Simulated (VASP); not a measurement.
# GaP (l) (F-43m) in VASP: a series of runs

The runs below take GaP (l) through single point, with LDA.

All numbers are computed with VASP 6.6.1; they aren't measurements. Logs are shortened: lines on timing, memory, paths and dates and some standing lists are left out, and cuts for length are marked.

## Step 1: The cell of the first run

It takes space group F-43m (No. 216, cubic). Conventional cell: a = 5.452 Å, b = 5.452 Å, c = 5.452 Å, α = 90.00°, β = 90.00°, γ = 90.00°. Within 3.1 Å of Ga (site symmetry -43m) lie 4 P at 2.36 Å. Within 3.1 Å of P (site symmetry -43m) lie 4 Ga at 2.36 Å.

## Step 2: Single point, LDA

The input, INCAR:

```
SYSTEM = GaP
PREC = Accurate ; ENCUT = 500
EDIFF = 1E-6 ; ISMEAR = 0
SIGMA = 0.1 ; LREAL = .False.
LASPH = .True. ; NELM = 120
ALGO = Normal ; ISIF = 2
LWAVE = .False. ; LCHARG = .False.
NBANDS = 16 ; GGA_COMPAT = .False.
```

The input, KPOINTS:

```
regular mesh
0
Gamma
  6 6 6
  0 0 0
```

The input, POSCAR:

```
GaP
1.0
    0.0000000000      2.7258124900      2.7258124900
    2.7258124900      0.0000000000      2.7258124900
    2.7258124900      2.7258124900      0.0000000000
Ga P
1 1
Direct
    0.0000000000      0.0000000000      0.0000000000
    0.2500000000      0.2500000000      0.2500000000
```

Potentials or basis: VASP PAW LDA potentials, release 64 (Ga_d, P).

Launch:

```bash
> cat potpaw_LDA.64/Ga_d/POTCAR potpaw_LDA.64/P/POTCAR > POTCAR
> mpirun -np 1 vasp_std > vasp.out
```

OUTCAR:

```text
SYSTEM = GaP
   PREC = Accurate
   ENCUT = 500
   EDIFF = 1E-6
   ISMEAR = 0
   LREAL = .False.
   LASPH = .True.
   NELM = 120
   ISIF = 2

 ion  position               nearest neighbor table
   1  0.000  0.000  0.000-   2 2.36   2 2.36   2 2.36   2 2.36
   2  0.250  0.250  0.250-   1 2.36   1 2.36   1 2.36   1 2.36

  LATTYP: Found a face centered cubic cell.
 ALAT       =     5.4516249800

  Lattice vectors:

 A1 = (   0.0000000000,   2.7258124900,   2.7258124900)
 A2 = (   2.7258124900,   0.0000000000,   2.7258124900)
 A3 = (   2.7258124900,   2.7258124900,   0.0000000000)

Analysis of symmetry for initial positions (statically):
=====================================================================
 Subroutine PRICEL returns:
 Original cell was already a primitive cell.

 Routine SETGRP: Setting up the symmetry group for a
 face centered cubic supercell.

 Subroutine GETGRP returns: Found 24 space group operations
 (whereof 24 operations were pure point group operations)
 out of a pool of 48 trial point group operations.

The static configuration has the point symmetry T_d .

Analysis of symmetry for dynamics (positions and initial velocities):
=====================================================================
 Subroutine PRICEL returns:
 Original cell was already a primitive cell.

 Routine SETGRP: Setting up the symmetry group for a
 face centered cubic supercell.

 Subroutine GETGRP returns: Found 24 space group operations
 (whereof 24 operations were pure point group operations)
 out of a pool of 48 trial point group operations.

The dynamic configuration has the point symmetry T_d .

 Subroutine INISYM returns: Found 24 space group operations
 (whereof 24 operations are pure point group operations),
 and found     1 'primitive' translations

----------------------------------------------------------------------------------------

                                     Primitive cell

  volume of cell :      40.5059

  direct lattice vectors                    reciprocal lattice vectors
     0.000000000  2.725812490  2.725812490    -0.183431546  0.183431546  0.183431546
     2.725812490  0.000000000  2.725812490     0.183431546 -0.183431546  0.183431546
     2.725812490  2.725812490  0.000000000     0.183431546  0.183431546 -0.183431546

  length of vectors
     3.854880992  3.854880992  3.854880992     0.317712758  0.317712758  0.317712758

  position of ions in fractional coordinates (direct lattice)
     0.000000000  0.000000000  0.000000000
[... 68 lines left out ...]
   NELM   =    120;   NELMIN=  2; NELMDL= -5     # of ELM steps
   EDIFF  = 0.1E-05   stopping-criterion for ELM
   LREAL  =      F    real-space projection
   EDIFFG = 0.1E-04   stopping-criterion for IOM
   NSW    =      0    number of steps for IOM
   IBRION =     -1    ionic relax: 0-MD 1-quasi-New 2-CG
   NFREE  =      0    steps in history (QN), initial steepest desc. (CG)
   ISIF   =      2    stress and relaxation
   ISYM   =      2    0-nonsym 1-usesym 2-fastsym
   POTIM  = 0.5000    time-step for ionic-motion
   TEBEG  =    0.0;   TEEND  =   0.0 temperature during run
   PSTRESS=    0.0 pullay stress
   NELECT =      18.0000    total number of electrons
   NUPDOWN=      -1.0000    fix difference up-down
   EMIN   =  10.00;   EMAX   =-10.00  energy-range for DOS
   EFERMI =   0.00;   METHOD = LEGACY
   ISMEAR =     0;   SIGMA  =   0.10  broadening in eV -4-tet -1-fermi 0-gaus
   EFERMI_NEDOS =   21; number of points for ismear=-14 and -15
   IALGO  =     38    algorithm
   IMIX   =      4    mixing-type and parameters
     AMIX     =   0.40;   BMIX     =  1.00
     AMIX_MAG =   1.60;   BMIX_MAG =  1.00
  volume/ion in A,a.u.               =      20.25       136.67
  Fermi-wavevector in a.u.,A,eV,Ry     =   1.249280  2.360796 21.234610  1.560700
  Thomas-Fermi vector in A             =   2.383328
   LORBIT       =      0    0 simple, 1 ext, 2 COOP (PROOUT), +10 PAW based schemes
   GGA     = CA    functional components
   LHFCALC =     F    Hartree Fock is set to
   AEXX    =    0.0000 exact exchange contribution
   IVDW    =     0    specifies the selected vdW correction
   LEPSILON=     F    determine dielectric tensor
   LRPA    =     F    only Hartree local field effects (RPA)
 non-spin polarized calculation
 Gauss-broadening in eV      SIGMA  =   0.10
  energy-cutoff  :      500.00
  volume of cell :       40.51
 maximum number of plane-waves:      1056
   NGX = 13   NGY = 13   NGZ = 13

 number of electron      18.0000016 magnetization

 Free energy of the ion-electron system (eV)
  ---------------------------------------------------
  ext. energy  EPLUGINS =         0.00000000
  ---------------------------------------------------
  free energy    TOTEN  =       -10.42440000 eV

  energy without entropy =      -10.42440000  energy(sigma->0) =      -10.42440000

 E-fermi :   4.9526     XC(G=0): -10.1597

 val. band max:        4.5057354593   @ k =   0.0000   0.0000   0.0000
 cond. band min:       5.9973701905   @ k =   0.5000   0.5000   0.0000
 fundamental gap:      1.4916347312
 Fermi energy:         4.9526488277

 k-point     1 :       0.0000    0.0000    0.0000
  band No.  band energies     occupation
      1     -10.2062      2.00000
      2     -10.2062      2.00000
      3     -10.2062      2.00000
      4     -10.1085      2.00000
      5     -10.1085      2.00000
      6      -8.0009      2.00000
[... 281 lines left out ...]
      3     -10.1471      2.00000
      4     -10.1290      2.00000
      5     -10.0955      2.00000
      6      -4.9278      2.00000
[... 8 lines left out ...]
     15      16.3579      0.00000
     16      18.0547      0.00000

------------------------ aborting loop because EDIFF is reached ----------------------------------------

  FORCE on cell =-STRESS in cart. coord.  units (eV):
  Direction    XX          YY          ZZ          XY          YZ          ZX
  --------------------------------------------------------------------------------------
  -------------------------------------------------------------------------------------
  Total       -0.6855010     -0.6855010     -0.6855010      0.0000000      0.0000000      0.0000000
  in kB      -27.1144464    -27.1144464    -27.1144464      0.0000000      0.0000000      0.0000000
  external PRESSURE =     -27.1144464 kB  Pullay stress =       0.0000000 kB

 VOLUME and BASIS-vectors are now :
 -----------------------------------------------------------------------------
  energy-cutoff  :      500.00
  volume of cell :       40.51
      direct lattice vectors                 reciprocal lattice vectors
     0.000000000  2.725812490  2.725812490    -0.183431546  0.183431546  0.183431546
     2.725812490  0.000000000  2.725812490     0.183431546 -0.183431546  0.183431546
     2.725812490  2.725812490  0.000000000     0.183431546  0.183431546 -0.183431546

 POSITION                                       TOTAL-FORCE (eV/Angst)
 -----------------------------------------------------------------------------------
      0.00000      0.00000      0.00000         0.000000      0.000000      0.000000
      1.36291      1.36291      1.36291        -0.000000     -0.000000     -0.000000
 -----------------------------------------------------------------------------------
    total drift:                                0.000001      0.000001      0.000001

  FREE ENERGIE OF THE ION-ELECTRON SYSTEM (eV)
  ---------------------------------------------------
  free  energy   TOTEN  =       -10.4243999997 eV

  energy  without entropy=      -10.4243999997  energy(sigma->0) =      -10.42440000
```

It took 20 s on 1 thread of Intel Xeon 8259CL, shared host; peak memory 0.14 GiB.

Results:

```
Free energy            : -10.4244 eV
Pressure               : -2.7 GPa
Band gap on the k mesh : 1.49 eV, indirect (least direct gap 1.63 eV)
```

Levels at points of the mesh, in eV from the valence-band top:
| k point | band 7 | band 8 | band 9 | band 10 | band 11 | band 12 |
| --- | --- | --- | --- | --- | --- | --- |
| (0.00, 0.00, 0.00) | 0.00 | 0.00 | 0.00 | 1.63 | 3.79 | 3.79 |
| (0.50, 0.00, 0.00) | -6.71 | -1.13 | -1.13 | 1.51 | 4.63 | 4.63 |
| (0.50, 0.50, 0.00) | -6.84 | -2.71 | -2.71 | 1.49 | 1.68 | 10.45 |

A k mesh can miss the band edges. A hybrid or GW would open this gap; LDA tends to underestimate it.

## Step 3: Single point, LDA

This run uses another cell than the first one, of 19.59 Å³/atom, 0.967 times its volume.

The input, INCAR:

```
SYSTEM = GaP
ALGO = Normal
EDIFF = 1E-6
ENCUT = 500
GGA = CA
GGA_COMPAT = .FALSE.
ISIF = 2
ISMEAR = 0
LASPH = .TRUE.
LCHARG = .TRUE.
LELF = .TRUE.
LREAL = .FALSE.
LVHAR = .TRUE.
LWAVE = .FALSE.
NBANDS = 16
NELM = 120
PREC = Accurate
SIGMA = 0.02
```

The input, KPOINTS:

```
k-points
0
G
  8 8 8
  0 0 0
```

The input, POSCAR:

```
GaP
1.0
    0.0000000000      2.6956550235      2.6956550235
    2.6956550235      0.0000000000      2.6956550235
    2.6956550235      2.6956550235      0.0000000000
Ga P
1 1
Direct
    0.0000000000      0.0000000000      0.0000000000
    0.2500000000      0.2500000000      0.2500000000
```

Potentials or basis: VASP PAW LDA potentials, release 64 (Ga_d, P).

Launch:

```bash
> cat potpaw_LDA.64/Ga_d/POTCAR potpaw_LDA.64/P/POTCAR > POTCAR
> mpirun -np 1 vasp_std > vasp.out
```

OUTCAR:

```text
SYSTEM = GaP
   EDIFF = 1E-6
   ENCUT = 500
   GGA = CA
   ISIF = 2
   ISMEAR = 0
   LASPH = .TRUE.
   LREAL = .FALSE.
   NELM = 120
   PREC = Accurate

 ion  position               nearest neighbor table
   1  0.000  0.000  0.000-   2 2.33   2 2.33   2 2.33   2 2.33
   2  0.250  0.250  0.250-   1 2.33   1 2.33   1 2.33   1 2.33

  LATTYP: Found a face centered cubic cell.
 ALAT       =     5.3913100470

  Lattice vectors:

 A1 = (   0.0000000000,   2.6956550235,   2.6956550235)
 A2 = (   2.6956550235,   0.0000000000,   2.6956550235)
 A3 = (   2.6956550235,   2.6956550235,   0.0000000000)

Analysis of symmetry for initial positions (statically):
=====================================================================
 Subroutine PRICEL returns:
 Original cell was already a primitive cell.

 Routine SETGRP: Setting up the symmetry group for a
 face centered cubic supercell.

 Subroutine GETGRP returns: Found 24 space group operations
 (whereof 24 operations were pure point group operations)
 out of a pool of 48 trial point group operations.

[... 156 lines left out ...]
  ext. energy  EPLUGINS =         0.00000000
  ---------------------------------------------------
  free energy    TOTEN  =       -10.45066246 eV

  energy without entropy =      -10.45066246  energy(sigma->0) =      -10.45066246

 E-fermi :   4.9422     XC(G=0): -10.3108

 val. band max:        4.8485065301   @ k =   0.0000   0.0000   0.0000
 cond. band min:       6.2781290427   @ k =   0.5000   0.5000   0.0000
 fundamental gap:      1.4296225126
 Fermi energy:         4.9421710677

 k-point     1 :       0.0000    0.0000    0.0000
  band No.  band energies     occupation
      1      -9.9174      2.00000
      2      -9.9174      2.00000
      3      -9.9174      2.00000
      4      -9.8091      2.00000
      5      -9.8091      2.00000
      6      -7.9120      2.00000
[... 433 lines left out ...]
      3      -9.8704      2.00000
      4      -9.8151      2.00000
      5      -9.8011      2.00000
      6      -5.2877      2.00000
[... 8 lines left out ...]
     15      16.8443      0.00000
     16      17.4333      0.00000

 [... further k-points ...]
[... 5 lines left out ...]
  --------------------------------------------------------------------------------------
  -------------------------------------------------------------------------------------
  Total        0.0180732      0.0180732      0.0180732      0.0000000      0.0000000     -0.0000000
  in kB        0.7391318      0.7391318      0.7391318      0.0000000      0.0000000     -0.0000000
  external PRESSURE =       0.7391318 kB  Pullay stress =       0.0000000 kB

 VOLUME and BASIS-vectors are now :
 -----------------------------------------------------------------------------
  energy-cutoff  :      500.00
  volume of cell :       39.18
      direct lattice vectors                 reciprocal lattice vectors
     0.000000000  2.695655024  2.695655024    -0.185483675  0.185483675  0.185483675
     2.695655024  0.000000000  2.695655024     0.185483675 -0.185483675  0.185483675
     2.695655024  2.695655024  0.000000000     0.185483675  0.185483675 -0.185483675

 POSITION                                       TOTAL-FORCE (eV/Angst)
 -----------------------------------------------------------------------------------
      0.00000      0.00000      0.00000         0.000000      0.000000      0.000000
      1.34783      1.34783      1.34783        -0.000000     -0.000000     -0.000000
 -----------------------------------------------------------------------------------
    total drift:                                0.000000      0.000000      0.000000

  FREE ENERGIE OF THE ION-ELECTRON SYSTEM (eV)
  ---------------------------------------------------
  free  energy   TOTEN  =       -10.4506624589 eV

  energy  without entropy=      -10.4506624589  energy(sigma->0) =      -10.45066246
```

stdout:

```text
POSCAR found type information on POSCAR GaP
 POSCAR found :  2 types and       2 ions
 scaLAPACK will be used
 LDA part: xc-table for (Slater(with rela. corr.)+CA(PZ))
 , standard interpolation
 POSCAR, INCAR and KPOINTS ok, starting setup
 FFT: planning ... GRIDC
 FFT: planning ... GRID_SOFT
 FFT: planning ... GRID
 WAVECAR not read
 entering main loop
```

Run time: 35 s. Hardware: 1 thread of Intel Xeon 8259CL, shared host; peak memory 0.14 GiB.

What came out:

```yaml
Free_energy: -10.4507 eV
Pressure: 0.1 GPa
Band_gap_on_the_k_mesh: 1.43 eV, indirect (least direct gap 1.91 eV)
```

Levels at points of the mesh, in eV from the valence-band top:
| k point | band 6 | band 7 | band 8 | band 9 | band 10 | band 11 | band 12 | band 13 |
| --- | --- | --- | --- | --- | --- | --- | --- | --- |
| (0.00, 0.00, 0.00) | -12.76 | 0.00 | 0.00 | 0.00 | 1.91 | 3.78 | 3.78 | 3.78 |
| (0.50, 0.00, 0.00) | -10.57 | -6.90 | -1.18 | -1.18 | 1.62 | 4.62 | 4.62 | 8.11 |
| (0.50, 0.50, 0.00) | -9.60 | -7.00 | -2.82 | -2.82 | 1.43 | 1.65 | 10.70 | 10.70 |

A k mesh can miss the band edges. Expect the measured gap to be larger: semilocal functionals such as LDA lack the derivative discontinuity.

## Step 4: Single point, LDA

This run uses another cell than the first one, of 19.59 Å³/atom, 0.967 times its volume.

The input, INCAR:

```
PREC = Accurate ; ENCUT = 500
EDIFF = 1E-6 ; ISMEAR = 0
SIGMA = 0.02 ; LREAL = False
LASPH = True ; NELM = 120
ALGO = Normal ; ISIF = 2
LWAVE = False ; LCHARG = False
GGA = CA ; NBANDS = 16
GGA_COMPAT = False
```

The input, KPOINTS:

```
regular mesh
0
Gamma
  10 10 10
```

POSCAR is that of step 3.

Potentials or basis: VASP PAW LDA potentials, release 64 (Ga_d, P).

Launch:

```bash
> cat potpaw_LDA.64/Ga_d/POTCAR potpaw_LDA.64/P/POTCAR > POTCAR
> mpirun -np 1 vasp_std > vasp.out
```

OUTCAR:

```text
PREC = Accurate
   ENCUT = 500
   EDIFF = 1E-6
   ISMEAR = 0
   LREAL = False
   LASPH = True
   NELM = 120
   ISIF = 2
   GGA = CA

 ion  position               nearest neighbor table
   1  0.000  0.000  0.000-   2 2.33   2 2.33   2 2.33   2 2.33
   2  0.250  0.250  0.250-   1 2.33   1 2.33   1 2.33   1 2.33

  LATTYP: Found a face centered cubic cell.
 ALAT       =     5.3913100470

  Lattice vectors:

 A1 = (   0.0000000000,   2.6956550235,   2.6956550235)
[... 641 lines left out ...]

------------------------ aborting loop because EDIFF is reached ----------------------------------------

  FORCE on cell =-STRESS in cart. coord.  units (eV):
  Direction    XX          YY          ZZ          XY          YZ          ZX
  --------------------------------------------------------------------------------------
  -------------------------------------------------------------------------------------
  Total        0.0182991      0.0182991      0.0182991     -0.0000000     -0.0000000      0.0000000
  in kB        0.7483721      0.7483721      0.7483721     -0.0000000     -0.0000000      0.0000000
  external PRESSURE =       0.7483721 kB  Pullay stress =       0.0000000 kB

 VOLUME and BASIS-vectors are now :
 -----------------------------------------------------------------------------
  energy-cutoff  :      500.00
  volume of cell :       39.18
      direct lattice vectors                 reciprocal lattice vectors
     0.000000000  2.695655024  2.695655024    -0.185483675  0.185483675  0.185483675
     2.695655024  0.000000000  2.695655024     0.185483675 -0.185483675  0.185483675
     2.695655024  2.695655024  0.000000000     0.185483675  0.185483675 -0.185483675

 POSITION                                       TOTAL-FORCE (eV/Angst)
 -----------------------------------------------------------------------------------
      0.00000      0.00000      0.00000         0.000000      0.000000      0.000000
      1.34783      1.34783      1.34783        -0.000000     -0.000000     -0.000000
 -----------------------------------------------------------------------------------
    total drift:                                0.000000      0.000000      0.000000

  FREE ENERGIE OF THE ION-ELECTRON SYSTEM (eV)
  ---------------------------------------------------
  free  energy   TOTEN  =       -10.4529829963 eV

  energy  without entropy=      -10.4529829963  energy(sigma->0) =      -10.45298300
```

OSZICAR:

```text
N       E                     dE             d eps       ncg     rms          rms(c)
DAV:   1     0.757953222360E+02    0.75795E+02   -0.87176E+03  1576   0.159E+03
DAV:   2    -0.473143703636E+01   -0.80527E+02   -0.76130E+02  1664   0.297E+02
DAV:   3    -0.106877502415E+02   -0.59563E+01   -0.59345E+01  1936   0.639E+01
DAV:   4    -0.107848376006E+02   -0.97087E-01   -0.97070E-01  1808   0.879E+00
DAV:   5    -0.107864581085E+02   -0.16205E-02   -0.16203E-02  1976   0.978E-01    0.449E+00
DAV:   6    -0.105082410636E+02    0.27822E+00   -0.36638E-01  2328   0.106E+01    0.290E+00
DAV:   7    -0.104577194580E+02    0.50522E-01   -0.89164E-02  2096   0.210E+00    0.108E+00
DAV:   8    -0.104530215930E+02    0.46979E-02   -0.11693E-02  1696   0.119E+00    0.211E-01
DAV:   9    -0.104529788894E+02    0.42704E-04   -0.10234E-03  2264   0.408E-01    0.632E-02
DAV:  10    -0.104529770908E+02    0.17986E-05   -0.54960E-05  2232   0.883E-02    0.265E-02
DAV:  11    -0.104529832568E+02   -0.61661E-05   -0.94719E-06  1888   0.446E-02    0.851E-03
DAV:  12    -0.104529829963E+02    0.26050E-06   -0.49597E-07  1344   0.781E-03
   1 F= -.10452983E+02 E0= -.10452983E+02  d E =-.526914E-25
```

stdout:

```text
POSCAR found type information on POSCAR GaP
 POSCAR found :  2 types and       2 ions
 scaLAPACK will be used
 LDA part: xc-table for (Slater(with rela. corr.)+CA(PZ))
 , standard interpolation
 POSCAR, INCAR and KPOINTS ok, starting setup
 FFT: planning ... GRIDC
 FFT: planning ... GRID_SOFT
 FFT: planning ... GRID
 WAVECAR not read
 entering main loop
```

Wall time 47 s (1 thread of Intel Xeon 8259CL, shared host); peak memory 0.15 GiB.

Results:

```yaml
Free_energy: -10.4530 eV
Pressure: 0.1 GPa
Band_gap_on_the_k_mesh: 1.40 eV, indirect (least direct gap 1.91 eV)
```

Levels at points of the mesh, in eV from the valence-band top:
```
           k point  band 7  band 8  band 9  band 10  band 11  band 12
(0.00, 0.00, 0.00)    0.00    0.00    0.00     1.91     3.78     3.78
(0.50, 0.00, 0.00)   -6.90   -1.18   -1.18     1.62     4.62     4.62
(0.50, 0.50, 0.00)   -7.00   -2.82   -2.82     1.43     1.65    10.70
```

## Step 5: Overview

```csv
cell,k mesh,smearing,gap on the mesh (eV),pressure (GPa)
"a = 3.855 Å, angles 60.0°, 2 atoms",6 × 6 × 6,gaussian 0.1 eV,1.49,-2.7
"a = 3.812 Å, angles 60.0°, 2 atoms",8 × 8 × 8,gaussian 0.02 eV,1.43,0.1
"a = 3.812 Å, angles 60.0°, 2 atoms",10 × 10 × 10,gaussian 0.02 eV,1.40,0.1
```

Alike in all rows: task single point; level LDA; potentials or basis VASP PAW LDA potentials, release 64 (Ga_d, P); no spin polarisation; cutoff (eV) 500.

Absolute energies hang on the potentials; compare differences alone.
